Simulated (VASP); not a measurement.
# PbS in VASP: single point with PBE

Aim: the single point of PbS with PBE.

Program: VASP 6.6.1. These are calculated values, not measurements. Logs are shortened: lines on timing, memory, paths and dates and some standing lists are left out, and cuts for length are marked.

## Step 1: The cell of the first run

The cell holds a slab with vacuum, 4 atoms: a = 4.066 Å, b = 4.092 Å, c = 11.770 Å, α = 92.91°, β = 92.99°, γ = 89.01°.

## Step 2: Single point, PBE (atoms moved at random and the cell strained at random)

INCAR

```
SYSTEM = PbS
PREC     = Accurate       ! precision mode
ENCUT    = 500            ! plane-wave cutoff, eV
EDIFF    = 1E-6           ! SCF threshold, eV
ISMEAR   = 0              ! smearing method
SIGMA    = 0.02           ! smearing width, eV
LREAL    = .FALSE.        ! projectors in reciprocal space
LASPH    = .TRUE.         ! aspherical terms in the spheres
NELM     = 120            ! most SCF steps
ALGO     = Normal         ! electronic algorithm
ISIF     = 2              ! what is computed and relaxed
LWAVE    = .FALSE.        ! write WAVECAR
LCHARG   = .FALSE.        ! write CHGCAR
GGA      = PE             ! functional
NBANDS   = 28             ! bands
GGA_COMPAT= .FALSE.
```

KPOINTS

```
Automatic mesh
0
G
  8 8 4
  0 0 0
```

POSCAR

```
PbS
1.0
    2.9000204850     -2.8500202100      0.0253452450
    2.9184644850      2.8687217900      0.0292892450
   -0.9597897644      0.0045277582     11.7306372327
Pb S
2 2
Direct
    0.7820662555      0.7769938417      0.6384749178
    0.2257263544      0.2191160096      0.3621502269
    0.2629527317      0.2693458352      0.5999365456
    0.7292546583      0.7345443135      0.3994383098
```

Potentials or basis: VASP PAW PBE potentials, release 64 (Pb_d, S).

Started as:

```bash
> cat potpaw_PBE.64/Pb_d/POTCAR potpaw_PBE.64/S/POTCAR > POTCAR
> mpirun -np 1 vasp_std > vasp.out
```

OUTCAR:

```text
SYSTEM = PbS
   PREC = Accurate
   ENCUT = 500
   EDIFF = 1E-6
   ISMEAR = 0
   LREAL = .FALSE.
   LASPH = .TRUE.
   NELM = 120
   ISIF = 2
   GGA = PE

 ion  position               nearest neighbor table
   1  0.782  0.777  0.638-   4 2.81   3 2.86   3 2.90   3 2.93   3 2.99
   2  0.226  0.219  0.362-   3 2.79   4 2.86   4 2.92   4 2.93   4 2.97
   3  0.263  0.269  0.600-   2 2.79   1 2.86   1 2.90   1 2.93   1 2.99
   4  0.729  0.735  0.399-   1 2.81   2 2.86   2 2.92   2 2.93   2 2.97

  LATTYP: Found a triclinic cell.
 ALAT       =     4.0661254767
 B/A-ratio  =     1.4064428497
 C/A-ratio  =     2.8946074654
 COS(alpha) =     0.0008090497
 COS(beta)  =     0.0522173384
 COS(gamma) =     0.6986095720

  Lattice vectors:

 A1 = (   2.9000204850,  -2.8500202100,   0.0253452450)
 A2 = (  -0.0184440000,  -5.7187420000,  -0.0039440000)
 A3 = (   0.9597897644,  -0.0045277582, -11.7306372327)

Analysis of symmetry for initial positions (statically):
=====================================================================
 Subroutine PRICEL returns:
 Original cell was already a primitive cell.

 Routine SETGRP: Setting up the symmetry group for a
 triclinic supercell.

 Subroutine GETGRP returns: Found  1 space group operations
 (whereof  1 operations were pure point group operations)
 out of a pool of  2 trial point group operations.

The static configuration has the point symmetry C_1 .

Analysis of symmetry for dynamics (positions and initial velocities):
=====================================================================
 Subroutine PRICEL returns:
 Original cell was already a primitive cell.

 Routine SETGRP: Setting up the symmetry group for a
 triclinic supercell.

 Subroutine GETGRP returns: Found  1 space group operations
 (whereof  1 operations were pure point group operations)
 out of a pool of  2 trial point group operations.

The dynamic configuration has the point symmetry C_1 .

 Subroutine INISYM returns: Found  1 space group operations
 (whereof  1 operations are pure point group operations),
 and found     1 'primitive' translations

----------------------------------------------------------------------------------------

                                     Primitive cell

  volume of cell :     195.3129

  direct lattice vectors                    reciprocal lattice vectors
     2.900020485 -2.850020210  0.025345245     0.172296898 -0.175429091  0.014164883
     2.918464485  2.868721790  0.029289245     0.171174933  0.174301949  0.013938096
    -0.959789764  0.004527758 11.730637233    -0.000799657 -0.000056167  0.085181455

  length of vectors
     4.066125477  4.092414632 11.769837160     0.246297038  0.244696338  0.085185227

  position of ions in fractional coordinates (direct lattice)
     0.782066255  0.776993842  0.638474918
     0.225726354  0.219116010  0.362150227
     0.262952732  0.269345835  0.599936546
     0.729254658  0.734544314  0.399438310

  ion indices of the primitive-cell ions
   primitive index   ion index
                 1           1
                 2           2
                 3           3
                 4           4

----------------------------------------------------------------------------------------

 KPOINTS: Automatic mesh

Automatic generation of k-mesh.
 Grid dimensions read from file:
 generate k-points for:    8    8    4

 Generating k-lattice:

  Cartesian coordinates                     Fractional coordinates (reciprocal lattice)
     0.021537112 -0.021928636  0.001770610     0.125000000  0.000000000 -0.000000000
     0.021396867  0.021787744  0.001742262     0.000000000  0.125000000  0.000000000
    -0.000199914 -0.000014042  0.021295364     0.000000000 -0.000000000  0.250000000

  Length of vectors
     0.030787130  0.030587042  0.021296307

  Shift w.r.t. Gamma in fractional coordinates (k-lattice)
     0.000000000  0.000000000  0.000000000

 Subroutine IBZKPT returns following result:
 ===========================================

 Found    132 irreducible k-points:

 Following reciprocal coordinates:
            Coordinates               Weight
  0.000000  0.000000  0.000000      1.000000
  0.125000 -0.000000  0.000000      2.000000
  0.250000 -0.000000  0.000000      2.000000
  0.375000 -0.000000  0.000000      2.000000
  0.500000 -0.000000  0.000000      1.000000
 -0.000000  0.125000  0.000000      2.000000
[... 16 lines left out ...]
  0.125000  0.375000 -0.000000      2.000000
  0.250000  0.375000 -0.000000      2.000000
 [... further k-points ...]
   k-points           NKPTS =    132   k-points in BZ     NKDIM =    132   number of bands    NBANDS=     28
   number of dos      NEDOS =    301   number of ions     NIONS =      4
   total plane-waves  NPLWV =  81000
   dimension x,y,z NGX =    30 NGY =   30 NGZ =   90
   dimension x,y,z NGXF=    60 NGYF=   60 NGZF=  180
   ions per type =               2   2
   NGX,Y,Z   is equivalent  to a cutoff of  12.27, 12.19, 12.71 a.u.
   NGXF,Y,Z  is equivalent  to a cutoff of  24.53, 24.37, 25.42 a.u.
 SYSTEM =  PbS
   PREC   = accura    normal or accurate (medium, high low for compatibility)
   ISTART =      0    job   : 0-new  1-cont  2-samecut
   ICHARG =      2    charge: 1-file 2-atom 10-const
   ISPIN  =      1    spin polarized calculation?
   LNONCOLLINEAR =      F non collinear calculations
   LSORBIT =      F    spin-orbit coupling
   LASPH  =      T    aspherical Exc in radial PAW
   ENCUT  =  500.0 eV  36.75 Ry    6.06 a.u.   7.41  7.46 21.46*2*pi/ulx,y,z
   NELM   =    120;   NELMIN=  2; NELMDL= -5     # of ELM steps
   EDIFF  = 0.1E-05   stopping-criterion for ELM
   LREAL  =      F    real-space projection
   EDIFFG = 0.1E-04   stopping-criterion for IOM
   NSW    =      0    number of steps for IOM
   IBRION =     -1    ionic relax: 0-MD 1-quasi-New 2-CG
   NFREE  =      0    steps in history (QN), initial steepest desc. (CG)
   ISIF   =      2    stress and relaxation
   ISYM   =      2    0-nonsym 1-usesym 2-fastsym
   POTIM  = 0.5000    time-step for ionic-motion
   TEBEG  =    0.0;   TEEND  =   0.0 temperature during run
   PSTRESS=    0.0 pullay stress
   NELECT =      40.0000    total number of electrons
   NUPDOWN=      -1.0000    fix difference up-down
   EMIN   =  10.00;   EMAX   =-10.00  energy-range for DOS
   EFERMI =   0.00;   METHOD = LEGACY
   ISMEAR =     0;   SIGMA  =   0.02  broadening in eV -4-tet -1-fermi 0-gaus
   EFERMI_NEDOS =   21; number of points for ismear=-14 and -15
   IALGO  =     38    algorithm
   IMIX   =      4    mixing-type and parameters
     AMIX     =   0.40;   BMIX     =  1.00
     AMIX_MAG =   1.60;   BMIX_MAG =  1.00
  volume/ion in A,a.u.               =      48.83       329.51
  Fermi-wavevector in a.u.,A,eV,Ry     =   0.964979  1.823546 12.669534  0.931185
  Thomas-Fermi vector in A             =   2.094657
   LORBIT       =      0    0 simple, 1 ext, 2 COOP (PROOUT), +10 PAW based schemes
   GGA     = PE    functional components
   LHFCALC =     F    Hartree Fock is set to
   AEXX    =    0.0000 exact exchange contribution
   IVDW    =     0    specifies the selected vdW correction
   LEPSILON=     F    determine dielectric tensor
   LRPA    =     F    only Hartree local field effects (RPA)
 non-spin polarized calculation
 Gauss-broadening in eV      SIGMA  =   0.02
  energy-cutoff  :      500.00
  volume of cell :      195.31
 maximum number of plane-waves:      5005
 NGX is ok and might be reduce to    30
   NGX = 15   NGY = 15   NGZ = 43

 number of electron      39.9999997 magnetization

 Free energy of the ion-electron system (eV)
  ---------------------------------------------------
  ext. energy  EPLUGINS =         0.00000000
  ---------------------------------------------------
  free energy    TOTEN  =       -17.10700224 eV

  energy without entropy =      -17.10700224  energy(sigma->0) =      -17.10700224

 E-fermi :   1.0557     XC(G=0):  -5.9913

 val. band max:        0.9684841313   @ k =   0.0000   0.3750   0.5000
 cond. band min:       1.9644919860   @ k =  -0.0000   0.0000   0.5000
 fundamental gap:      0.9960078546
 Fermi energy:         1.0556859392

 k-point     1 :       0.0000    0.0000    0.0000
  band No.  band energies     occupation
      1     -15.4909      2.00000
      2     -15.4086      2.00000
      3     -15.4025      2.00000
      4     -15.3753      2.00000
      5     -15.3702      2.00000
      6     -15.3636      2.00000
[... 20 lines left out ...]
     27       7.3118      0.00000
     28       7.4557      0.00000

 k-point     2 :       0.1250   -0.0000    0.0000
  band No.  band energies     occupation
      1     -15.4820      2.00000
      2     -15.4021      2.00000
      3     -15.3986      2.00000
      4     -15.3726      2.00000
      5     -15.3681      2.00000
      6     -15.3636      2.00000
[... 20 lines left out ...]
     27       6.9463      0.00000
     28       7.1314      0.00000

 k-point     3 :       0.2500   -0.0000    0.0000
  band No.  band energies     occupation
      1     -15.4616      2.00000
      2     -15.3993      2.00000
      3     -15.3822      2.00000
      4     -15.3752      2.00000
      5     -15.3712      2.00000
      6     -15.3634      2.00000
[... 20 lines left out ...]
     27       6.3286      0.00000
     28       7.3962      0.00000

 k-point     4 :       0.3750   -0.0000    0.0000
  band No.  band energies     occupation
      1     -15.4415      2.00000
      2     -15.4043      2.00000
      3     -15.3836      2.00000
      4     -15.3797      2.00000
      5     -15.3666      2.00000
      6     -15.3647      2.00000
[... 578 lines left out ...]
     27       5.9085      0.00000
     28       7.1365      0.00000

 k-point    23 :       0.1250    0.3750   -0.0000
  band No.  band energies     occupation
      1     -15.4431      2.00000
      2     -15.4126      2.00000
      3     -15.3854      2.00000
      4     -15.3753      2.00000
      5     -15.3724      2.00000
      6     -15.3661      2.00000
[... 20 lines left out ...]
     27       6.1295      0.00000
     28       7.3411      0.00000

 k-point    24 :       0.2500    0.3750   -0.0000
  band No.  band energies     occupation
      1     -15.4580      2.00000
      2     -15.4347      2.00000
      3     -15.3857      2.00000
      4     -15.3796      2.00000
      5     -15.3732      2.00000
      6     -15.3637      2.00000
[... 20 lines left out ...]
     27       6.3700      0.00000
     28       7.8527      0.00000

 [... further k-points ...]

------------------------ aborting loop because EDIFF is reached ----------------------------------------

  FORCE on cell =-STRESS in cart. coord.  units (eV):
  Direction    XX          YY          ZZ          XY          YZ          ZX
  --------------------------------------------------------------------------------------
  -------------------------------------------------------------------------------------
  Total        1.5276388      3.0595251     -1.8651711     -0.0946144     -0.0195520     -0.1039309
  in kB       12.5314232     25.0976889    -15.3002449     -0.7761341     -0.1603877     -0.8525588
  external PRESSURE =       7.4429557 kB  Pullay stress =       0.0000000 kB

 VOLUME and BASIS-vectors are now :
 -----------------------------------------------------------------------------
  energy-cutoff  :      500.00
  volume of cell :      195.31
      direct lattice vectors                 reciprocal lattice vectors
     2.900020485 -2.850020210  0.025345245     0.172296898 -0.175429091  0.014164883
     2.918464485  2.868721790  0.029289245     0.171174933  0.174301949  0.013938096
    -0.959789764  0.004527758 11.730637233    -0.000799657 -0.000056167  0.085181455

 POSITION                                       TOTAL-FORCE (eV/Angst)
 -----------------------------------------------------------------------------------
      3.92284      0.00297      7.53230        -0.032897      0.029747     -0.453349
      0.94651     -0.01310      4.26039         0.023082      0.032643      0.386997
      0.97283      0.02597      7.05219        -0.007080     -0.038293     -0.160567
      3.87522      0.03062      4.72566         0.016895     -0.024097      0.226919
 -----------------------------------------------------------------------------------
    total drift:                               -0.000093      0.000496      0.000477

  FREE ENERGIE OF THE ION-ELECTRON SYSTEM (eV)
  ---------------------------------------------------
  free  energy   TOTEN  =       -17.1070022435 eV

  energy  without entropy=      -17.1070022435  energy(sigma->0) =      -17.10700224
```

It took 5.3 min on 1 thread of Intel Xeon 6975P-C (Granite Rapids), shared host; peak memory 0.66 GiB.

Results:

* Free energy: -17.1070 eV
* Largest force: 0.456 eV/Å
* Band gap on the k mesh: 1.00 eV (least direct gap 1.08 eV)

Forces in eV/Å, atoms in the order of the input:
```
Pb  -0.033  0.030 -0.453
Pb   0.023  0.033  0.387
S   -0.007 -0.038 -0.161
S    0.017 -0.024  0.227
```

Caveat: the cell differs from its parent crystal (atoms moved at random and the cell strained at random); spin-orbit coupling is left out, which moves the levels of the heavy elements.
